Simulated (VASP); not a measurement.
# C (Fd-3m) in VASP: notebook

The runs below take C through single point, with PBE.

All numbers are computed with VASP 6.6.1; they aren't measurements. Logs are shortened: lines on timing, memory, paths and dates and some standing lists are left out, and cuts for length are marked.

## 1. The cell of the first run

It takes space group Fd-3m (No. 227, cubic). Conventional cell: a = 3.469 Å, b = 3.469 Å, c = 3.469 Å, α = 90.00°, β = 90.00°, γ = 90.00°. Within 2.0 Å of C (site symmetry -43m) lie 4 C at 1.50 Å.

## 2. Single point, PBE

INCAR

```
  ALGO = Normal
  EDIFF = 1E-6
  ENCUT = 600
  GGA = PE
  GGA_COMPAT = False
  ISIF = 2
  ISMEAR = 0
  LASPH = True
  LCHARG = True
  LELF = True
  LREAL = False
  LVHAR = True
  LWAVE = False
  NBANDS = 11
  NELM = 120
  PREC = Accurate
  SIGMA = 0.01
```

KPOINTS

```
k-points
0
Gamma
  3 3 3
```

POSCAR

```
C
1.0
    0.0000000000      1.7346121716      1.7346121716
    1.7346121716      0.0000000000      1.7346121716
    1.7346121716      1.7346121716      0.0000000000
C
2
Direct
    0.0000000000      0.0000000000      0.0000000000
    0.2500000000      0.2500000000      0.2500000000
```

Potentials or basis: VASP PAW PBE potentials, release 64 (C).

On the command line:

```sh
cat potpaw_PBE.64/C/POTCAR > POTCAR
mpirun -np 1 vasp_std > vasp.out
```

OUTCAR:

```text
EDIFF = 1E-6
   ENCUT = 600
   GGA = PE
   ISIF = 2
   ISMEAR = 0
   LASPH = True
   LREAL = False
   NELM = 120
   PREC = Accurate

 ion  position               nearest neighbor table
   1  0.000  0.000  0.000-   2 1.50   2 1.50   2 1.50   2 1.50
   2  0.250  0.250  0.250-   1 1.50   1 1.50   1 1.50   1 1.50

  LATTYP: Found a face centered cubic cell.
 ALAT       =     3.4692243432

  Lattice vectors:

 A1 = (   0.0000000000,   1.7346121716,   1.7346121716)
 A2 = (   1.7346121716,   0.0000000000,   1.7346121716)
 A3 = (   1.7346121716,   1.7346121716,   0.0000000000)

Analysis of symmetry for initial positions (statically):
=====================================================================
 Subroutine PRICEL returns:
 Original cell was already a primitive cell.

 Routine SETGRP: Setting up the symmetry group for a
 face centered cubic supercell.

 Subroutine GETGRP returns: Found 48 space group operations
 (whereof 24 operations were pure point group operations)
 out of a pool of 48 trial point group operations.

The static configuration has the point symmetry T_d .
 The point group associated with its full space group is O_h .

Analysis of symmetry for dynamics (positions and initial velocities):
=====================================================================
 Subroutine PRICEL returns:
 Original cell was already a primitive cell.

 Routine SETGRP: Setting up the symmetry group for a
 face centered cubic supercell.

 Subroutine GETGRP returns: Found 48 space group operations
 (whereof 24 operations were pure point group operations)
 out of a pool of 48 trial point group operations.

The dynamic configuration has the point symmetry T_d .
 The point group associated with its full space group is O_h .

 Subroutine INISYM returns: Found 48 space group operations
 (whereof 24 operations are pure point group operations),
 and found     1 'primitive' translations

----------------------------------------------------------------------------------------

                                     Primitive cell

  volume of cell :      10.4385

  direct lattice vectors                    reciprocal lattice vectors
     0.000000000  1.734612172  1.734612172    -0.288248871  0.288248871  0.288248871
     1.734612172  0.000000000  1.734612172     0.288248871 -0.288248871  0.288248871
     1.734612172  1.734612172  0.000000000     0.288248871  0.288248871 -0.288248871

  length of vectors
     2.453112059  2.453112059  2.453112059     0.499261690  0.499261690  0.499261690

  position of ions in fractional coordinates (direct lattice)
     0.000000000  0.000000000  0.000000000
     0.250000000  0.250000000  0.250000000

  ion indices of the primitive-cell ions
   primitive index   ion index
                 1           1
                 2           2

----------------------------------------------------------------------------------------

 KPOINTS: k-points

Automatic generation of k-mesh.
 Grid dimensions read from file:
 generate k-points for:    3    3    3

 Generating k-lattice:

  Cartesian coordinates                     Fractional coordinates (reciprocal lattice)
    -0.096082957  0.096082957  0.096082957     0.333333333  0.000000000  0.000000000
     0.096082957 -0.096082957  0.096082957     0.000000000  0.333333333  0.000000000
     0.096082957  0.096082957 -0.096082957     0.000000000  0.000000000  0.333333333

  Length of vectors
     0.166420563  0.166420563  0.166420563

  Shift w.r.t. Gamma in fractional coordinates (k-lattice)
     0.000000000  0.000000000  0.000000000

 Subroutine IBZKPT returns following result:
 ===========================================

 Found      4 irreducible k-points:

 Following reciprocal coordinates:
            Coordinates               Weight
  0.000000  0.000000  0.000000      1.000000
  0.333333  0.000000  0.000000      8.000000
  0.333333  0.333333  0.000000      6.000000
 -0.333333  0.333333  0.000000     12.000000
   k-points           NKPTS =      4   k-points in BZ     NKDIM =      4   number of bands    NBANDS=     11
   number of dos      NEDOS =    301   number of ions     NIONS =      2
   total plane-waves  NPLWV =   8000
   dimension x,y,z NGX =    20 NGY =   20 NGZ =   20
   dimension x,y,z NGXF=    40 NGYF=   40 NGZF=   40
   ions per type =               2
   NGX,Y,Z   is equivalent  to a cutoff of  13.55, 13.55, 13.55 a.u.
   NGXF,Y,Z  is equivalent  to a cutoff of  27.11, 27.11, 27.11 a.u.
 SYSTEM =  unknown system
   PREC   = accura    normal or accurate (medium, high low for compatibility)
   ISTART =      0    job   : 0-new  1-cont  2-samecut
   ICHARG =      2    charge: 1-file 2-atom 10-const
   ISPIN  =      1    spin polarized calculation?
   LNONCOLLINEAR =      F non collinear calculations
   LSORBIT =      F    spin-orbit coupling
   LASPH  =      T    aspherical Exc in radial PAW
   ENCUT  =  600.0 eV  44.10 Ry    6.64 a.u.   4.90  4.90  4.90*2*pi/ulx,y,z
   NELM   =    120;   NELMIN=  2; NELMDL= -5     # of ELM steps
   EDIFF  = 0.1E-05   stopping-criterion for ELM
   LREAL  =      F    real-space projection
[... 7 lines left out ...]
   TEBEG  =    0.0;   TEEND  =   0.0 temperature during run
   PSTRESS=    0.0 pullay stress
   NELECT =       8.0000    total number of electrons
   NUPDOWN=      -1.0000    fix difference up-down
   EMIN   =  10.00;   EMAX   =-10.00  energy-range for DOS
   EFERMI =   0.00;   METHOD = LEGACY
   ISMEAR =     0;   SIGMA  =   0.01  broadening in eV -4-tet -1-fermi 0-gaus
   EFERMI_NEDOS =   21; number of points for ismear=-14 and -15
   IALGO  =     38    algorithm
   IMIX   =      4    mixing-type and parameters
     AMIX     =   0.40;   BMIX     =  1.00
     AMIX_MAG =   1.60;   BMIX_MAG =  1.00
  volume/ion in A,a.u.               =       5.22        35.22
  Fermi-wavevector in a.u.,A,eV,Ry     =   1.498163  2.831118 30.538178  2.244493
  Thomas-Fermi vector in A             =   2.609958
   LORBIT       =      0    0 simple, 1 ext, 2 COOP (PROOUT), +10 PAW based schemes
   GGA     = PE    functional components
   LHFCALC =     F    Hartree Fock is set to
   AEXX    =    0.0000 exact exchange contribution
   IVDW    =     0    specifies the selected vdW correction
   LEPSILON=     F    determine dielectric tensor
   LRPA    =     F    only Hartree local field effects (RPA)
 non-spin polarized calculation
 Gauss-broadening in eV      SIGMA  =   0.01
  energy-cutoff  :      600.00
  volume of cell :       10.44
 maximum number of plane-waves:       353
   NGX =  9   NGY =  9   NGZ =  9

 number of electron       8.0000000 magnetization

 Free energy of the ion-electron system (eV)
  ---------------------------------------------------
  ext. energy  EPLUGINS =         0.00000000
  ---------------------------------------------------
  free energy    TOTEN  =       -17.44882927 eV

  energy without entropy =      -17.44882927  energy(sigma->0) =      -17.44882927

 E-fermi :  11.1436     XC(G=0): -13.6303

 val. band max:       11.0783307826   @ k =   0.0000   0.0000   0.0000
 cond. band min:      15.3793398050   @ k =   0.3333   0.3333   0.0000
 fundamental gap:      4.3010090224
 Fermi energy:        11.1435658575

 k-point     1 :       0.0000    0.0000    0.0000
  band No.  band energies     occupation
      1     -11.5950      2.00000
      2      11.0783      2.00000
      3      11.0783      2.00000
      4      11.0783      2.00000
      5      16.8689      0.00000
      6      16.8689      0.00000
      7      16.8689      0.00000
      8      26.3629      0.00000
      9      31.4279      0.00000
     10      38.4694      0.00000
     11      38.4694      0.00000

 k-point     2 :       0.3333    0.0000    0.0000
  band No.  band energies     occupation
      1      -8.3890      2.00000
      2       1.0982      2.00000
      3       8.5607      2.00000
      4       8.5607      2.00000
      5      19.7159      0.00000
      6      19.7159      0.00000
      7      20.6135      0.00000
      8      27.3529      0.00000
      9      33.2344      0.00000
     10      35.0545      0.00000
     11      35.0545      0.00000

 k-point     3 :       0.3333    0.3333    0.0000
  band No.  band energies     occupation
      1      -7.3286      2.00000
      2       3.6342      2.00000
      3       5.2969      2.00000
      4       5.2969      2.00000
      5      15.3793      0.00000
      6      19.0341      0.00000
      7      26.1228      0.00000
      8      26.1228      0.00000
      9      34.1452      0.00000
     10      35.6010      0.00000
     11      43.9665      0.00000

 k-point     4 :      -0.3333    0.3333    0.0000
  band No.  band energies     occupation
      1      -3.6232      2.00000
      2      -0.4176      2.00000
      3       0.8807      2.00000
      4       5.9831      2.00000
      5      17.6312      0.00000
      6      24.8427      0.00000
      7      25.5629      0.00000
      8      27.4157      0.00000
      9      28.7993      0.00000
     10      35.5140      0.00000
     11      37.5182      0.00000

------------------------ aborting loop because EDIFF is reached ----------------------------------------

  FORCE on cell =-STRESS in cart. coord.  units (eV):
  Direction    XX          YY          ZZ          XY          YZ          ZX
  --------------------------------------------------------------------------------------
  -------------------------------------------------------------------------------------
  Total        3.3100915      3.3100915      3.3100915      0.0000000      0.0000000      0.0000000
  in kB      508.0581503    508.0581503    508.0581503      0.0000000      0.0000000      0.0000000
  external PRESSURE =     508.0581503 kB  Pullay stress =       0.0000000 kB

 VOLUME and BASIS-vectors are now :
 -----------------------------------------------------------------------------
  energy-cutoff  :      600.00
  volume of cell :       10.44
      direct lattice vectors                 reciprocal lattice vectors
     0.000000000  1.734612172  1.734612172    -0.288248871  0.288248871  0.288248871
     1.734612172  0.000000000  1.734612172     0.288248871 -0.288248871  0.288248871
     1.734612172  1.734612172  0.000000000     0.288248871  0.288248871 -0.288248871

 POSITION                                       TOTAL-FORCE (eV/Angst)
 -----------------------------------------------------------------------------------
      0.00000      0.00000      0.00000        -0.000000      0.000000      0.000000
      0.86731      0.86731      0.86731         0.000000     -0.000000     -0.000000
 -----------------------------------------------------------------------------------
    total drift:                                0.000000      0.000000      0.000000

  FREE ENERGIE OF THE ION-ELECTRON SYSTEM (eV)
  ---------------------------------------------------
  free  energy   TOTEN  =       -17.4488292727 eV

  energy  without entropy=      -17.4488292727  energy(sigma->0) =      -17.44882927
```

Run time: 1.2 s. Hardware: 1 thread of AMD EPYC 9R45 (Zen 5), shared host; peak memory 0.08 GiB.

What came out:

- Free energy: -17.4488 eV
- Pressure: 50.8 GPa
- Band gap on the k mesh: 4.30 eV, indirect (least direct gap 5.79 eV)

Levels at points of the mesh, in eV from the valence-band top:
| k point | band 2 | band 3 | band 4 | band 5 | band 6 | band 7 |
| --- | --- | --- | --- | --- | --- | --- |
| (0.00, 0.00, 0.00) | 0.00 | 0.00 | 0.00 | 5.79 | 5.79 | 5.79 |

Caveat: the k points lie up to 1.05 Å⁻¹ apart. PBE gaps usually lie below the measured ones, often by a third to a half.

## 3. Single point, PBE

INCAR

```
SYSTEM = C
PREC     = Accurate       ! precision mode
ENCUT    = 600            ! plane-wave cutoff, eV
EDIFF    = 1E-6           ! SCF threshold, eV
ISMEAR   = 0              ! smearing method
SIGMA    = 0.01           ! smearing width, eV
LREAL    = .FALSE.        ! projectors in reciprocal space
LASPH    = .TRUE.         ! aspherical terms in the spheres
NELM     = 120            ! most SCF steps
ALGO     = Normal         ! electronic algorithm
ISIF     = 2              ! what is computed and relaxed
LWAVE    = .FALSE.        ! write WAVECAR
LCHARG   = .FALSE.        ! write CHGCAR
GGA      = PE             ! functional
NBANDS   = 11             ! bands
GGA_COMPAT= .FALSE.
```

KPOINTS

```
regular mesh
0
G
  3 3 3
  0 0 0
```

POSCAR is that of step 2.

Potentials or basis: VASP PAW PBE potentials, release 64 (C).

On the command line:

```sh
cat potpaw_PBE.64/C/POTCAR > POTCAR
mpirun -np 1 vasp_std > vasp.out
```

OUTCAR:

```text
SYSTEM = C
   PREC = Accurate
   ENCUT = 600
   EDIFF = 1E-6
   ISMEAR = 0
   LREAL = .FALSE.
   LASPH = .TRUE.
   NELM = 120
   ISIF = 2
   GGA = PE

 ion  position               nearest neighbor table
   1  0.000  0.000  0.000-   2 1.50   2 1.50   2 1.50   2 1.50
   2  0.250  0.250  0.250-   1 1.50   1 1.50   1 1.50   1 1.50

  LATTYP: Found a face centered cubic cell.
 ALAT       =     3.4692243432

  Lattice vectors:

[... 220 lines left out ...]
     11      37.5182      0.00000

------------------------ aborting loop because EDIFF is reached ----------------------------------------

  FORCE on cell =-STRESS in cart. coord.  units (eV):
  Direction    XX          YY          ZZ          XY          YZ          ZX
  --------------------------------------------------------------------------------------
  -------------------------------------------------------------------------------------
  Total        3.3100915      3.3100915      3.3100915      0.0000000      0.0000000      0.0000000
  in kB      508.0581503    508.0581503    508.0581503      0.0000000      0.0000000      0.0000000
  external PRESSURE =     508.0581503 kB  Pullay stress =       0.0000000 kB

 VOLUME and BASIS-vectors are now :
 -----------------------------------------------------------------------------
  energy-cutoff  :      600.00
  volume of cell :       10.44
      direct lattice vectors                 reciprocal lattice vectors
     0.000000000  1.734612172  1.734612172    -0.288248871  0.288248871  0.288248871
     1.734612172  0.000000000  1.734612172     0.288248871 -0.288248871  0.288248871
     1.734612172  1.734612172  0.000000000     0.288248871  0.288248871 -0.288248871

 POSITION                                       TOTAL-FORCE (eV/Angst)
 -----------------------------------------------------------------------------------
      0.00000      0.00000      0.00000        -0.000000      0.000000      0.000000
      0.86731      0.86731      0.86731         0.000000     -0.000000     -0.000000
 -----------------------------------------------------------------------------------
    total drift:                                0.000000      0.000000      0.000000

  FREE ENERGIE OF THE ION-ELECTRON SYSTEM (eV)
  ---------------------------------------------------
  free  energy   TOTEN  =       -17.4488292727 eV

  energy  without entropy=      -17.4488292727  energy(sigma->0) =      -17.44882927
```

OSZICAR:

```text
N       E                     dE             d eps       ncg     rms          rms(c)
DAV:   1     0.277466568145E+01    0.27747E+01   -0.54674E+03    88   0.822E+02
DAV:   2    -0.180436216719E+02   -0.20818E+02   -0.20379E+02   114   0.131E+02
DAV:   3    -0.183591036259E+02   -0.31548E+00   -0.31526E+00   106   0.136E+01
DAV:   4    -0.183595379045E+02   -0.43428E-03   -0.43428E-03   102   0.626E-01
DAV:   5    -0.183595383129E+02   -0.40845E-06   -0.40848E-06   106   0.153E-02    0.639E+00
DAV:   6    -0.176787372363E+02    0.68080E+00   -0.33383E-01    88   0.425E+00    0.384E+00
DAV:   7    -0.174462322024E+02    0.23251E+00   -0.41375E-01    94   0.476E+00    0.915E-01
DAV:   8    -0.174487564837E+02   -0.25243E-02   -0.10549E-02    88   0.761E-01    0.614E-02
DAV:   9    -0.174488094447E+02   -0.52961E-04   -0.92997E-05   105   0.793E-02    0.269E-02
DAV:  10    -0.174488289013E+02   -0.19457E-04   -0.13614E-05    94   0.330E-02    0.809E-03
DAV:  11    -0.174488292727E+02   -0.37143E-06   -0.46225E-07   114   0.619E-03
   1 F= -.17448829E+02 E0= -.17448829E+02  d E =-.206515E-21
```

stdout:

```text
POSCAR found type information on POSCAR C
 POSCAR found :  1 types and       2 ions
 scaLAPACK will be used
 LDA part: xc-table for (Slater+PW92), standard interpolation
 POSCAR, INCAR and KPOINTS ok, starting setup
 FFT: planning ... GRIDC
 FFT: planning ... GRID_SOFT
 FFT: planning ... GRID
 WAVECAR not read
 entering main loop
```

It took 1.1 s on 1 thread of AMD EPYC 9R45 (Zen 5), shared host; peak memory 0.08 GiB.

What came out:

```yaml
Free_energy: -17.4488 eV
Pressure: 50.8 GPa
Band_gap_on_the_k_mesh: 4.30 eV, indirect (least direct gap 5.79 eV)
```

Caveat: the k points lie up to 1.05 Å⁻¹ apart.

## 4. Single point, PBE

This run uses another cell than the first one, of 5.45 Å³/atom, 1.043 times its volume.

INCAR

```
SYSTEM = C
PREC = Accurate
ENCUT = 600
EDIFF = 1E-6
ISMEAR = 0
SIGMA = 0.01
LREAL = .FALSE.
LASPH = .TRUE.
NELM = 120
ALGO = Normal
ISIF = 2
LWAVE = .FALSE.
LCHARG = .FALSE.
GGA = PE
NBANDS = 11
GGA_COMPAT = .FALSE.
```

KPOINTS is that of step 3.

POSCAR

```
C
1.0
    0.0000000000      1.7593956938      1.7593956938
    1.7593956938      0.0000000000      1.7593956938
    1.7593956938      1.7593956938      0.0000000000
C
2
Direct
    0.0000000000      0.0000000000      0.0000000000
    0.2500000000      0.2500000000      0.2500000000
```

On the command line:

```sh
cat potpaw_PBE.64/C/POTCAR > POTCAR
mpirun -np 1 vasp_std > vasp.out
```

Wall time 1.1 s (1 thread of AMD EPYC 9R45 (Zen 5), shared host); peak memory 0.08 GiB.

The run converged. Its results:

```yaml
Free_energy: -17.5606 eV
Pressure: 26.8 GPa
Band_gap_on_the_k_mesh: 4.20 eV, indirect (least direct gap 5.67 eV)
```

Levels at points of the mesh, in eV from the valence-band top:
```
           k point  band 1  band 2  band 3  band 4  band 5  band 6  band 7  band 8
(0.00, 0.00, 0.00)  -22.07    0.00    0.00    0.00    5.67    5.67    5.67   14.27
```

Caveat: the k points lie up to 1.03 Å⁻¹ apart. A k mesh can miss the band edges.
